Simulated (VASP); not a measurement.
Runs of VASP 6.6.1 on TiCo. The structure is that of space group Pm-3m (No. 221), or close to it. The cells are those of the table. 

```csv
task,level,spin,cell,cutoff (eV),gap on the mesh (eV),pressure (GPa)
single point,PBE,off,"a = 2.963, b = 2.963, c = 2.989 Å, 2 atoms",520,none,(a)
single point,PBE,"collinear, ferromagnetic start","a = 2.963, b = 2.963, c = 2.989 Å, 2 atoms",520,none,1.9
relaxation of cell and atoms,PBE,off,"relaxed from a = 2.954, b = 2.954, c = 3.005 Å, 2 atoms",600,none,0.1
single point,r2SCAN,off,"a = 2.963, b = 2.963, c = 2.989 Å, 2 atoms",520,none,-3.7
```

Alike in all rows: potentials or basis VASP PAW PBE potentials, release 64 (Co, Ti_sv); k mesh 14 × 14 × 14; smearing gaussian 0.1 eV.

Fill in the values left out.

(a) -0.4.

Caveats: the PAW data sets were made with another functional, which shifts forces and pressure a little (some runs).

A gap of «none» marks levels without a gap at the run's occupations.
